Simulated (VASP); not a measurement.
# LiH4IO2 (P-1) in VASP: electric field gradients with r2SCAN

Aim: the electric field gradients of LiH4IO2 with r2SCAN.

Everything below comes from runs of VASP 6.6.1. Logs are shortened: lines on timing, memory, paths and dates and some standing lists are left out, and cuts for length are marked.

## 1. The cell of the first run

The typed cell holds 16 atoms: a = 5.454 Å, b = 6.842 Å, c = 6.970 Å, α = 61.90°, β = 80.72°, γ = 67.02°.

## 2. Electric field gradients, r2SCAN

File POSCAR:

```
LiH4IO2
1.0
    5.4540000000      0.0000000000      0.0000000000
    2.6711800000      6.2990300000      0.0000000000
    1.1239800000      3.0893000000      6.1460400000
Li H I O
2 8 2 4
Direct
    0.2961326937      0.4073894608      0.4840455943
    0.7038673063      0.5926105392      0.5159544057
    0.9426088366      0.7448111822      0.1554532348
    0.0573911634      0.2551888178      0.8445467652
    0.0202446840      0.8497195366      0.2827221049
    0.9797553160      0.1502804634      0.7172778951
    0.5898078884      0.6036713453      0.1579102240
    0.4101921116      0.3963286547      0.8420897760
    0.7728118757      0.3469714844      0.3009348406
    0.2271881243      0.6530285156      0.6990651594
    0.2486146495      0.1320219794      0.2199591400
    0.7513853505      0.8679780206      0.7800408600
    0.9869578588      0.7090590492      0.3032315459
    0.0130421412      0.2909409508      0.6967684541
    0.6133643089      0.4771384797      0.3087924716
    0.3866356911      0.5228615203      0.6912075284
```

File INCAR.step1:

```
PREC     = Accurate       # precision mode
ENCUT    = 720            # plane-wave cutoff, eV
ISMEAR   = -1             # smearing method
SIGMA    = 0.02           # smearing width, eV
LREAL    = F              # projectors in reciprocal space
LASPH    = T              # aspherical terms in the spheres
NELM     = 120            # most SCF steps
NBANDS   = 40             # bands
GGA      = PE             # functional
ALGO     = Normal         # electronic algorithm
EDIFF    = 1E-5           # SCF threshold, eV
LWAVE    = T              # write WAVECAR
LCHARG   = F              # write CHGCAR
GGA_COMPAT= F
```

File INCAR.step2:

```
PREC     = Accurate       # precision mode
ENCUT    = 720            # plane-wave cutoff, eV
EDIFF    = 1E-7           # SCF threshold, eV
ISMEAR   = -1             # smearing method
SIGMA    = 0.02           # smearing width, eV
LREAL    = F              # projectors in reciprocal space
LASPH    = T              # aspherical terms in the spheres
NELM     = 120            # most SCF steps
ALGO     = Normal         # electronic algorithm
ISIF     = 2              # what is computed and relaxed
LWAVE    = F              # write WAVECAR
LCHARG   = F              # write CHGCAR
METAGGA  = R2SCAN         # meta-GGA
LMIXTAU  = T            
LEFG     = T            
NBANDS   = 40             # bands
ISTART   = 1            
GGA_COMPAT= F
```

File KPOINTS:

```
regular mesh
0
Gamma
  5 4 4
```

Potentials or basis: VASP PAW PBE potentials, release 64 (Li_sv, H, I, O).

Run with:

```
> cat potpaw_PBE.64/Li_sv/POTCAR potpaw_PBE.64/H/POTCAR potpaw_PBE.64/I/POTCAR potpaw_PBE.64/O/POTCAR > POTCAR
> cp INCAR.step1 INCAR
> mpirun -np 1 vasp_std > vasp.out
> cp INCAR.step2 INCAR
> mpirun -np 1 vasp_std > vasp.out
```

OUTCAR:

```text
PREC = Accurate
   ENCUT = 720
   EDIFF = 1E-7
   ISMEAR = -1
   LREAL = F
   LASPH = T
   NELM = 120
   ISIF = 2
   METAGGA = R2SCAN
   ISTART = 1

 ion  position               nearest neighbor table
   1  0.296  0.407  0.484-  15 2.03  13 2.05  14 2.08  16 2.14
   2  0.704  0.593  0.516-  16 2.03  14 2.05  13 2.08  15 2.14
   3  0.943  0.745  0.155-  13 0.99
   4  0.057  0.255  0.845-  14 0.99
   5  0.020  0.850  0.283-  13 0.99
   6  0.980  0.150  0.717-  14 0.99
   7  0.590  0.604  0.158-  15 0.99
   8  0.410  0.396  0.842-  16 0.99
   9  0.773  0.347  0.301-  15 0.99
  10  0.227  0.653  0.699-  16 0.99
  11  0.249  0.132  0.220-
  12  0.751  0.868  0.780-
  13  0.987  0.709  0.303-   3 0.99   5 0.99   1 2.05   2 2.08
  14  0.013  0.291  0.697-   4 0.99   6 0.99   2 2.05   1 2.08
  15  0.613  0.477  0.309-   7 0.99   9 0.99   1 2.03   2 2.14
  16  0.387  0.523  0.691-   8 0.99  10 0.99   2 2.03   1 2.14

  LATTYP: Found a triclinic cell.
 ALAT       =    13.2855952345
 B/A-ratio  =     0.5183323360
 C/A-ratio  =     0.9258112268
 COS(alpha) =     0.0049485697
 COS(beta)  =     0.4738157553
 COS(gamma) =     0.8627360784

  Lattice vectors:

 A1 = (   7.1128400000,  -9.3883300000,  -6.1460400000)
 A2 = (   2.7828200000,  -6.2990300000,   0.0000000000)
 A3 = (   0.4232200000,   0.1204300000, -12.2920800000)

Analysis of symmetry for initial positions (statically):
=====================================================================
 Subroutine PRICEL returns:
 Original cell was already a primitive cell.

 Routine SETGRP: Setting up the symmetry group for a
 triclinic supercell.

 Subroutine GETGRP returns: Found  2 space group operations
 (whereof  2 operations were pure point group operations)
 out of a pool of  2 trial point group operations.

The static configuration has the point symmetry S_2 .

Analysis of symmetry for dynamics (positions and initial velocities):
=====================================================================
 Subroutine PRICEL returns:
 Original cell was already a primitive cell.

 Routine SETGRP: Setting up the symmetry group for a
 triclinic supercell.
[... 1172 lines left out ...]

 [bands above 38 left out]

------------------------ aborting loop because EDIFF is reached ----------------------------------------

  FORCE on cell =-STRESS in cart. coord.  units (eV):
  Direction    XX          YY          ZZ          XY          YZ          ZX
  --------------------------------------------------------------------------------------
  -------------------------------------------------------------------------------------
  Total       -1.5745097     -1.3115571     -1.9021181     -0.1671209     -0.0643872     -0.0802983
  in kB      -11.9473543     -9.9520738    -14.4332412     -1.2681106     -0.4885690     -0.6093022
  external PRESSURE =     -12.1108898 kB  Pullay stress =       0.0000000 kB

 VOLUME and BASIS-vectors are now :
 -----------------------------------------------------------------------------
  energy-cutoff  :      720.00
  volume of cell :      211.15
      direct lattice vectors                 reciprocal lattice vectors
     5.454000000  0.000000000  0.000000000     0.183351669 -0.077752497  0.005551083
     2.671180000  6.299030000  0.000000000     0.000000000  0.158754602 -0.079797820
     1.123980000  3.089300000  6.146040000     0.000000000  0.000000000  0.162706393

 POSITION                                       TOTAL-FORCE (eV/Angst)
 -----------------------------------------------------------------------------------
      3.24738      4.06152      2.97496         0.023434      0.043242     -0.003274
      6.00178      5.32681      3.17108        -0.023434     -0.043242      0.003274
      7.30524      5.17183      0.95542         0.090531      0.052160      0.325287
      1.94392      4.21650      5.19062        -0.090531     -0.052160     -0.325287
      2.69794      6.22582      1.73762        -0.187270     -0.288726      0.083704
      6.55122      3.16251      4.40842         0.187270      0.288726     -0.083704
[... 8 lines left out ...]
      4.96689      3.95946      1.89785         0.214191     -0.137247     -0.274445
      4.28227      5.42887      4.24819        -0.214191      0.137247      0.274445
 -----------------------------------------------------------------------------------
    total drift:                               -0.000000     -0.000000     -0.000000

  FREE ENERGIE OF THE ION-ELECTRON SYSTEM (eV)
  ---------------------------------------------------
  free  energy   TOTEN  =      -124.3213568996 eV

  energy  without entropy=     -124.3213568996  energy(sigma->0) =     -124.32135690

 Electric field gradients (V/A^2)
---------------------------------------------------------------------
 ion       V_xx      V_yy      V_zz      V_xy      V_xz      V_yz
---------------------------------------------------------------------
   1      -0.419     0.639    -0.221     0.029     0.441     0.025
   2      -0.419     0.639    -0.221     0.029     0.441     0.025
   3     -12.801   -13.559    26.359     6.176    15.240    11.229
   4     -12.801   -13.559    26.359     6.176    15.240    11.229
   5      -3.690    18.244   -14.554    24.271    -2.221    -4.808
   6      -3.690    18.244   -14.554    24.271    -2.221    -4.808
[... 8 lines left out ...]
  15     -87.716    39.306    48.410   -89.367    -7.490   -62.841
  16     -87.716    39.306    48.410   -89.367    -7.490   -62.841
---------------------------------------------------------------------

 Electric field gradients after diagonalization (V/A^2)
 (convention: |V_zz| > |V_xx| > |V_yy|)
----------------------------------------------------------------------
 ion       V_xx      V_yy      V_zz     asymmetry (V_yy - V_xx)/ V_zz
----------------------------------------------------------------------
   1       0.642     0.129    -0.771       0.666
   2       0.642     0.129    -0.771       0.666
   3     -19.650   -15.238    34.888       0.126
   4     -19.650   -15.238    34.888       0.126
   5     -19.481   -14.991    34.472       0.130
   6     -19.481   -14.991    34.472       0.130
[... 8 lines left out ...]
  15     124.175    16.768  -140.943       0.762
  16     124.175    16.768  -140.943       0.762
----------------------------------------------------------------------

           NMR quadrupolar parameters

 Cq : quadrupolar parameter    Cq=e*Q*V_zz/h
 eta: asymmetry parameters     (V_yy - V_xx)/ V_zz
 Q  : nuclear electric quadrupole moment in mb (millibarn)
----------------------------------------------------------------------
 ion       Cq(MHz)       eta       Q (mb)
----------------------------------------------------------------------
   1      -0.002       0.666       1.000
   2      -0.002       0.666       1.000
   3       0.084       0.126       1.000
   4       0.084       0.126       1.000
   5       0.083       0.130       1.000
   6       0.083       0.130       1.000
[... 8 lines left out ...]
  15      -0.341       0.762       1.000
  16      -0.341       0.762       1.000
----------------------------------------------------------------------
```

It took 27 min on 1 thread of Intel Xeon 6975P-C (Granite Rapids), shared host; peak memory 0.8 GiB.

What came out:

```
Free energy                             : -124.3214 eV
Pressure                                : -1.2 GPa
Largest force                           : 0.374 eV/Å
Band gap on the k mesh                  : 4.42 eV
Largest electric field gradient by atom : Li -0.8; H +34.9, +34.5, +36.0 (each value once); I -48.6; O -140.3, -140.9 (each value once) V/Å²
```

Forces on the atoms (eV/Å):
```
Li   0.023  0.043 -0.003
Li  -0.023 -0.043  0.003
H    0.091  0.052  0.325
H   -0.091 -0.052 -0.325
H   -0.187 -0.289  0.084
H    0.187  0.289 -0.084
H   -0.039 -0.072  0.319
H    0.039  0.072 -0.319
H   -0.184  0.289  0.053
H    0.184 -0.289 -0.053
I    0.018  0.002  0.018
I   -0.018 -0.002 -0.018
O    0.076  0.168 -0.315
O   -0.076 -0.168  0.315
O    0.214 -0.137 -0.274
O   -0.214  0.137  0.274
```

Levels at points of the mesh, in eV from the valence-band top:
```csv
k point,band 23,band 24,band 25,band 26,band 27,band 28,band 29,band 30
"(0.00, 0.00, 0.00)",-0.59,-0.43,-0.12,0.00,4.42,5.99,7.00,7.06
"(0.00, 0.50, 0.00)",-0.69,-0.43,-0.29,0.00,5.68,5.87,7.01,7.61
"(0.00, 0.00, 0.50)",-0.71,-0.54,-0.29,-0.08,5.38,6.43,6.60,7.28
"(0.00, 0.50, 0.50)",-0.69,-0.39,-0.38,-0.01,5.58,6.07,6.73,7.38
```

Electric field gradients, principal values (V/Å²):
```
atom    least   middle  greatest (by size)
1 Li    0.129    0.642              -0.771
2 Li    0.129    0.642              -0.771
 3 H  -15.238  -19.650              34.888
 4 H  -15.238  -19.650              34.888
 5 H  -14.991  -19.481              34.472
 6 H  -14.991  -19.481              34.472
 7 H  -15.990  -19.978              35.968
 8 H  -15.990  -19.978              35.968
 9 H  -15.136  -19.403              34.539
10 H  -15.136  -19.403              34.539
11 I    1.502   47.101             -48.604
12 I    1.502   47.101             -48.604
13 O   16.568  123.772            -140.339
14 O   16.568  123.772            -140.339
15 O   16.768  124.175            -140.943
16 O   16.768  124.175            -140.943
```

Caveat: without QUAD_EFG the Cq values of the log hold for a quadrupole moment of 1 mb, not for the nuclei; the PAW data sets were made with another functional, which shifts forces and pressure a little; spin-orbit coupling is left out, which moves the levels of the heavy elements.
